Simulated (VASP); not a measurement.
# Ir (Pm-3n) in VASP: relaxation of cell and atoms with PBE

Aim: the relaxation of cell and atoms of Ir with PBE.

Program: VASP 6.6.1. These are calculated values, not measurements. Logs are shortened: lines on timing, memory, paths and dates and some standing lists are left out, and cuts for length are marked.

**1. The cell of the first run**

Symmetry: Pm-3n, No. 223, cubic system. The conventional cell has a = 4.947 Å, b = 4.947 Å, c = 4.947 Å, α = 90.00°, β = 90.00°, γ = 90.00°. Within 3.6 Å of Ir (site symmetry m-3) lie 12 Ir at 2.77 Å. Ir (site symmetry -4m2) has 14 Ir at 2.47 to 3.03 Å within 3.3 Å.

**2. Relaxation of cell and atoms, PBE**

INCAR

```
SYSTEM = Ir
ALGO     = Fast           ! electronic algorithm
EDIFF    = 1E-7           ! SCF threshold, eV
EDIFFG   = -0.01          ! ionic threshold
ENCUT    = 600            ! plane-wave cutoff, eV
GGA      = PE             ! functional
IBRION   = 2              ! ionic algorithm
ISIF     = 3              ! what is computed and relaxed
ISMEAR   = 0              ! smearing method
LASPH    = .TRUE.         ! aspherical terms in the spheres
LCHARG   = .FALSE.        ! write CHGCAR
LREAL    = .FALSE.        ! projectors in reciprocal space
LWAVE    = .FALSE.        ! write WAVECAR
NELM     = 100            ! most SCF steps
NSW      = 100            ! ionic steps
PREC     = Accurate       ! precision mode
SIGMA    = 0.1            ! smearing width, eV
```

KPOINTS

```
k-points
0
G
  8 8 8
  0 0 0
```

POSCAR

```
Ir
1.0
    4.9467129544      0.0000000000      0.0000000000
    0.0000000000      4.9467129544      0.0000000000
    0.0000000000      0.0000000000      4.9467129544
Ir
8
Direct
    0.5000000000      0.5000000000      0.5000000000
    0.0000000000      0.0000000000      0.0000000000
    0.2500000000      0.0000000000      0.5000000000
    0.5000000000      0.2500000000      0.0000000000
    0.5000000000      0.7500000000      0.0000000000
    0.7500000000      0.0000000000      0.5000000000
    0.0000000000      0.5000000000      0.7500000000
    0.0000000000      0.5000000000      0.2500000000
```

Potentials or basis: VASP PAW PBE potentials, release 64 (Ir).

Command:

```
$ cat potpaw_PBE.64/Ir/POTCAR > POTCAR
$ mpirun -np 1 vasp_std > vasp.out
```

OUTCAR:

```text
SYSTEM = Ir
   EDIFF = 1E-7
   EDIFFG = -0.01
   ENCUT = 600
   GGA = PE
   IBRION = 2
   ISIF = 3
   ISMEAR = 0
   LASPH = .TRUE.
   LREAL = .FALSE.
   NELM = 100
   NSW = 100
   PREC = Accurate

 ion  position               nearest neighbor table
   1  0.500  0.500  0.500-   3 2.77   4 2.77   5 2.77   6 2.77   7 2.77   8 2.77   4 2.77   5 2.77
                             3 2.77   6 2.77   7 2.77   8 2.77
   2  0.000  0.000  0.000-   3 2.77   4 2.77   5 2.77   6 2.77   7 2.77   8 2.77   3 2.77   6 2.77
                             7 2.77   8 2.77   4 2.77   5 2.77
   3  0.250  0.000  0.500-   6 2.47   6 2.47   1 2.77   2 2.77   1 2.77   2 2.77   8 3.03   7 3.03
                             8 3.03   7 3.03   4 3.03   5 3.03   4 3.03   5 3.03
   4  0.500  0.250  0.000-   5 2.47   5 2.47   1 2.77   1 2.77   2 2.77   2 2.77   8 3.03   7 3.03
                             7 3.03   8 3.03   6 3.03   3 3.03   3 3.03   6 3.03
   5  0.500  0.750  0.000-   4 2.47   4 2.47   1 2.77   1 2.77   2 2.77   2 2.77   8 3.03   7 3.03
                             7 3.03   8 3.03   6 3.03   3 3.03   3 3.03   6 3.03
   6  0.750  0.000  0.500-   3 2.47   3 2.47   1 2.77   2 2.77   1 2.77   2 2.77   8 3.03   7 3.03
                             8 3.03   7 3.03   5 3.03   4 3.03   4 3.03   5 3.03
   7  0.000  0.500  0.750-   8 2.47   8 2.47   1 2.77   2 2.77   2 2.77   1 2.77   3 3.03   4 3.03
                             5 3.03   3 3.03   6 3.03   6 3.03   4 3.03   5 3.03
   8  0.000  0.500  0.250-   7 2.47   7 2.47   1 2.77   2 2.77   2 2.77   1 2.77   3 3.03   4 3.03
                             5 3.03   3 3.03   6 3.03   6 3.03   4 3.03   5 3.03

  LATTYP: Found a simple cubic cell.
 ALAT       =     4.9467129544

  Lattice vectors:

 A1 = (   4.9467129544,   0.0000000000,   0.0000000000)
 A2 = (   0.0000000000,   4.9467129544,   0.0000000000)
 A3 = (   0.0000000000,   0.0000000000,   4.9467129544)

Analysis of symmetry for initial positions (statically):
=====================================================================
 Subroutine PRICEL returns:
 Original cell was already a primitive cell.

 Routine SETGRP: Setting up the symmetry group for a
 simple cubic supercell.

 Subroutine GETGRP returns: Found 48 space group operations
 (whereof 24 operations were pure point group operations)
 out of a pool of 48 trial point group operations.

The static configuration has the point symmetry T_h .
 The point group associated with its full space group is O_h .

Analysis of symmetry for dynamics (positions and initial velocities):
=====================================================================
 Subroutine PRICEL returns:
 Original cell was already a primitive cell.

 Routine SETGRP: Setting up the symmetry group for a
 simple cubic supercell.

 Subroutine GETGRP returns: Found 48 space group operations
 (whereof 24 operations were pure point group operations)
 out of a pool of 48 trial point group operations.
[... 125 lines left out ...]
   NELECT =      72.0000    total number of electrons
   NUPDOWN=      -1.0000    fix difference up-down
   EMIN   =  10.00;   EMAX   =-10.00  energy-range for DOS
   EFERMI =   0.00;   METHOD = LEGACY
   ISMEAR =     0;   SIGMA  =   0.10  broadening in eV -4-tet -1-fermi 0-gaus
   EFERMI_NEDOS =   21; number of points for ismear=-14 and -15
   IALGO  =     68    algorithm
   IMIX   =      4    mixing-type and parameters
     AMIX     =   0.40;   BMIX     =  1.00
     AMIX_MAG =   1.60;   BMIX_MAG =  1.00
  volume/ion in A,a.u.               =      15.13       102.11
  Fermi-wavevector in a.u.,A,eV,Ry     =   1.376794  2.601763 25.790682  1.895562
  Thomas-Fermi vector in A             =   2.502006
   LORBIT       =      0    0 simple, 1 ext, 2 COOP (PROOUT), +10 PAW based schemes
   GGA     = PE    functional components
   LHFCALC =     F    Hartree Fock is set to
   AEXX    =    0.0000 exact exchange contribution
   IVDW    =     0    specifies the selected vdW correction
   LEPSILON=     F    determine dielectric tensor
   LRPA    =     F    only Hartree local field effects (RPA)
 conjugate gradient relaxation of ions
 non-spin polarized calculation
 RMM-DIIS sequential band-by-band and
 Gauss-broadening in eV      SIGMA  =   0.10
  energy-cutoff  :      600.00
  volume of cell :      121.05
 maximum number of plane-waves:      4076
 NGX is ok and might be reduce to    40
   NGX = 19   NGY = 19   NGZ = 19

 number of electron      71.9999994 magnetization

 Free energy of the ion-electron system (eV)
  ---------------------------------------------------
  ext. energy  EPLUGINS =         0.00000000
  ---------------------------------------------------
  free energy    TOTEN  =       -66.68176658 eV

  energy without entropy =      -66.61110089  energy(sigma->0) =      -66.64643373

 E-fermi :   9.3621     XC(G=0): -13.5617

 val. band max:        9.3599204006   @ k =   0.3750   0.2500   0.1250
 cond. band min:       9.3704587682   @ k =   0.5000   0.1250   0.0000
 fundamental gap:      0.0105383676
 Fermi energy:         9.3620759680

 k-point     1 :       0.0000    0.0000    0.0000
  band No.  band energies     occupation
      1      -1.1452      2.00000
      2       1.6642      2.00000
      3       1.6642      2.00000
      4       2.9400      2.00000
      5       3.2395      2.00000
      6       3.2395      2.00000
[... 1093 lines left out ...]
     42      10.1861      0.00000
     43      10.5648      0.00000

 [... further k-points ...]
[... 5 lines left out ...]
  --------------------------------------------------------------------------------------
  -------------------------------------------------------------------------------------
  Total        0.0385823      0.0385823      0.0385823     -0.0000000      0.0000000     -0.0000000
  in kB        0.5106800      0.5106800      0.5106800     -0.0000000      0.0000000     -0.0000000
  external PRESSURE =       0.5106800 kB  Pullay stress =       0.0000000 kB

 VOLUME and BASIS-vectors are now :
 -----------------------------------------------------------------------------
  energy-cutoff  :      600.00
  volume of cell :      121.05
      direct lattice vectors                 reciprocal lattice vectors
     4.946712954  0.000000000  0.000000000     0.202154443  0.000000000  0.000000000
     0.000000000  4.946712954  0.000000000     0.000000000  0.202154443  0.000000000
     0.000000000  0.000000000  4.946712954     0.000000000  0.000000000  0.202154443

 POSITION                                       TOTAL-FORCE (eV/Angst)
 -----------------------------------------------------------------------------------
      2.47336      2.47336      2.47336         0.000000      0.000000      0.000000
      0.00000      0.00000      0.00000         0.000000      0.000000      0.000000
      1.23668      0.00000      2.47336         0.000000     -0.000000      0.000000
      2.47336      1.23668      0.00000        -0.000000     -0.000000      0.000000
      2.47336      3.71003      0.00000         0.000000      0.000000     -0.000000
      3.71003      0.00000      2.47336        -0.000000      0.000000     -0.000000
      0.00000      2.47336      3.71003         0.000000      0.000000      0.000000
      0.00000      2.47336      1.23668        -0.000000     -0.000000     -0.000000
 -----------------------------------------------------------------------------------
    total drift:                               -0.000000     -0.000000     -0.000000

  FREE ENERGIE OF THE ION-ELECTRON SYSTEM (eV)
  ---------------------------------------------------
  free  energy   TOTEN  =       -66.6817665798 eV

  energy  without entropy=      -66.6111008893  energy(sigma->0) =      -66.64643373

 reached required accuracy - stopping structural energy minimisation
```

CONTCAR:

```text
Ir
   1.00000000000000
     4.9467129543999997    0.0000000000000000    0.0000000000000000
     0.0000000000000000    4.9467129543999997    0.0000000000000000
     0.0000000000000000    0.0000000000000000    4.9467129543999997
  Ir
     8
Direct
     0.5000000000000000    0.5000000000000000    0.5000000000000000
     0.0000000000000000    0.0000000000000000    0.0000000000000000
     0.2500000000000000    0.0000000000000000    0.5000000000000000
     0.5000000000000000    0.2500000000000000    0.0000000000000000
     0.5000000000000000    0.7500000000000000    0.0000000000000000
     0.7500000000000000    0.0000000000000000    0.5000000000000000
     0.0000000000000000    0.5000000000000000    0.7500000000000000
     0.0000000000000000    0.5000000000000000    0.2500000000000000

  0.00000000E+00  0.00000000E+00  0.00000000E+00
  0.00000000E+00  0.00000000E+00  0.00000000E+00
  0.00000000E+00  0.00000000E+00  0.00000000E+00
  0.00000000E+00  0.00000000E+00  0.00000000E+00
  0.00000000E+00  0.00000000E+00  0.00000000E+00
  0.00000000E+00  0.00000000E+00  0.00000000E+00
  0.00000000E+00  0.00000000E+00  0.00000000E+00
  0.00000000E+00  0.00000000E+00  0.00000000E+00
```

It took 6.4 min on 1 thread of Oxide Virtual Turin-like, shared host; peak memory 0.3 GiB.

Results:

* Free energy: -66.6818 eV
* Pressure after relaxing: 0.1 GPa
* Band gap on the k mesh: zero (bands 36 and 37 overlap by 0.60 eV)

Final structure:
```
Ir
1.0
     4.94671    0.00000    0.00000
     0.00000    4.94671    0.00000
     0.00000    0.00000    4.94671
Ir
8
Direct
  0.50000 0.50000 0.50000
  0.00000 0.00000 0.00000
  0.25000 0.00000 0.50000
  0.50000 0.25000 0.00000
  0.50000 0.75000 0.00000
  0.75000 0.00000 0.50000
  0.00000 0.50000 0.75000
  0.00000 0.50000 0.25000
```

Levels at points of the mesh, in eV from the Fermi level:
```csv
k point,band 34,band 35,band 36,band 37,band 38,band 39
"(0.00, 0.00, 0.00)",-0.35,-0.35,0.33,0.33,0.33,0.87
"(0.50, 0.00, 0.00)",-0.42,-0.20,-0.20,-0.16,-0.16,0.83
"(0.50, 0.50, 0.00)",-0.67,-0.10,-0.10,-0.09,0.09,0.29
"(0.50, 0.50, 0.50)",-0.25,-0.25,-0.25,0.08,0.08,0.08
```

Caveat: the relaxation stopped at its first step, so nothing moved; spin-orbit coupling is left out, which moves the levels of the heavy elements.
